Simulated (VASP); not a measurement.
Crystal: BaF2.

```
CELL_PARAMETERS angstrom
0.00000 3.09716 3.09716
3.09716 0.00000 3.09716
3.09716 3.09716 0.00000
ATOMIC_POSITIONS crystal
Ba 0.00000 0.00000 0.00000
F 0.25000 0.25000 0.25000
F 0.75000 0.75000 0.75000
```

Base run:

```yaml
Program: VASP 6.6.1
Functional: PBE0
Potentials_or_basis: VASP PAW PBE potentials, release 64 (Ba_sv, F)
Cutoff: 520 eV
k_mesh: 6 × 6 × 6
Occupations: gaussian, width 0.01 eV
Spin: no spin polarisation
```

Its results: band gap on the k mesh 9.49 eV (least direct gap 9.56 eV); pressure 1.3 GPa.

Task: The run is repeated on the same cell with these changes: functional from PBE0 to HSE06. What comes out?

Result: Band gap on the k mesh 8.72 eV (least direct gap 8.79 eV); pressure 1.4 GPa.

Caveats: the PAW data sets were made with another functional, which shifts forces and pressure a little; spin-orbit coupling is left out, which moves the levels of the heavy elements.

A k mesh can miss the band edges.
